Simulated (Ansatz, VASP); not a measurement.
# One calculation of WS2, two programs

File INCAR:

```
ALGO     = Normal         # electronic algorithm
EDIFF    = 1E-6           # SCF threshold, eV
ENCUT    = 520            # plane-wave cutoff, eV
GGA      = PS             # functional
ISIF     = 2              # what is computed and relaxed
ISMEAR   = 0              # smearing method
IVDW     = 12             # dispersion correction
LASPH    = True           # aspherical terms in the spheres
LCHARG   = False          # write CHGCAR
LREAL    = False          # projectors in reciprocal space
LWAVE    = False          # write WAVECAR
NBANDS   = 20             # bands
NELM     = 80             # most SCF steps
PREC     = Accurate       # precision mode
SIGMA    = 0.05           # smearing width, eV
```

File KPOINTS:

```
k-points
0
Gamma
  12 12 2
```

File POSCAR:

```
WS2
1.0
    3.0715359137      0.0000000000      0.0000000000
   -1.5357679568      2.6600281299      0.0000000000
    0.0000000000      0.0000000000     16.6534413700
W S
1 2
Direct
    0.3333333333      0.6666666667      0.0000000000
    0.6484190858      0.3333333333      0.9071447969
    0.6849142475      0.3333333333      0.0928552031
```

Input for Ansatz:

```yaml
crystal:
  lattice:
    - [3.0715359137, 0.0, 0.0]
    - [-1.5357679568, 2.6600281299, 0.0]
    - [0.0, 0.0, 16.65344137]
  atoms:
    - { symbol: W, position: [0.3333333333, 0.6666666667, 0.0] }
    - { symbol: S, position: [0.6484190858, 0.3333333333, 0.9071447969] }
    - { symbol: S, position: [0.6849142475, 0.3333333333, 0.0928552031] }
basis:
  ecutwfc: 420
kpoints:
  mp_grid: { grid: [12, 12, 2] }
hamiltonian:
  xc: pbesol
  dispersion: d3bj
scf:
  occupations: { method: gaussian, width: 0.05 }
output:
  forces: true
  stress: true
  eigenvalues: true
  write_density: true
  write_potential: true
  elf: true
  volumetric_format: npy
```

Change from the starting cell: mode 4 frozen in at -0.057 Å, equal normal strain along x, y and z -0.0167.

Alike in both runs: task single point; functional PBEsol; dispersion D3(BJ); k mesh 12 × 12 × 2; occupations gaussian, width 0.05 eV; no spin polarisation.

```csv
,VASP,Ansatz
version,VASP 6.6.1,Ansatz 0.2.0
potentials or method,"VASP PAW PBE potentials, release 64 (W_sv, S), cutoff 520 eV","scalar-relativistic, plane waves, PAW"
valence electrons in the cell,26,26
```

```csv
,VASP,Ansatz,Ansatz less VASP
gap on the k mesh at the Fermi level (eV),2.06,2.06,-0.001
least direct gap on the mesh (eV),2.17,2.17,-0.006
rms of the force components (eV/Å),0.607,0.596,-0.0103
```

VASP's potentials were made for PBE, not for PBEsol. Atom by atom the forces differ by 0.012 eV/Å (rms over components). Ansatz's warnings: xc potential rough in thin density.

Spin-orbit coupling is off throughout.
